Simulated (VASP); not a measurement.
SnSe: single point with PBEsol+D3(BJ)

Crystal: SnSe.

```
CELL_PARAMETERS angstrom
0.00000 3.01000 3.01000
3.01000 0.00000 3.01000
3.01000 3.01000 0.00000
ATOMIC_POSITIONS crystal
Sn 0.00000 0.00000 0.00000
Se 0.50000 0.50000 0.50000
```

```yaml
Program: VASP 6.6.1
Task: single point
Functional: PBEsol
Dispersion: D3(BJ)
Potentials_or_basis: VASP PAW PBE potentials, release 64 (Sn_d, Se)
Cutoff: 520 eV
k_mesh: 8 × 8 × 8
Occupations: fermi-dirac, width 0.05 eV
Spin: no spin polarisation
```

| Property | Result |
| --- | --- |
| Pressure | -3.9 GPa |
| Band gap on the k mesh | 0.65 eV, direct |
| Dispersion energy per atom | -0.329 eV |

Levels at points of the mesh, in eV from the valence-band top:
```csv
k point,band 6,band 7,band 8,band 9,band 10,band 11,band 12,band 13,band 14,band 15
"(0.00, 0.00, 0.00)",-13.79,-5.02,-2.10,-2.10,-2.10,4.37,4.37,4.37,5.89,5.89
"(0.50, 0.00, 0.00)",-12.85,-7.99,-1.85,-1.85,0.00,0.65,1.30,1.30,8.21,10.13
"(0.50, 0.50, 0.00)",-12.57,-5.95,-5.42,-3.56,-3.56,3.01,5.41,5.41,6.02,10.54
```

Wall time 14 s on 1 thread of AMD EPYC 9R45 96-Core Processor (Zen 5), with other jobs on the host, peak memory 0.17 GiB.

Caveat: three body term missing; the PAW data sets were made with another functional, which shifts forces and pressure a little; spin-orbit coupling is left out, which moves the levels of the heavy elements. A k mesh can miss the band edges.
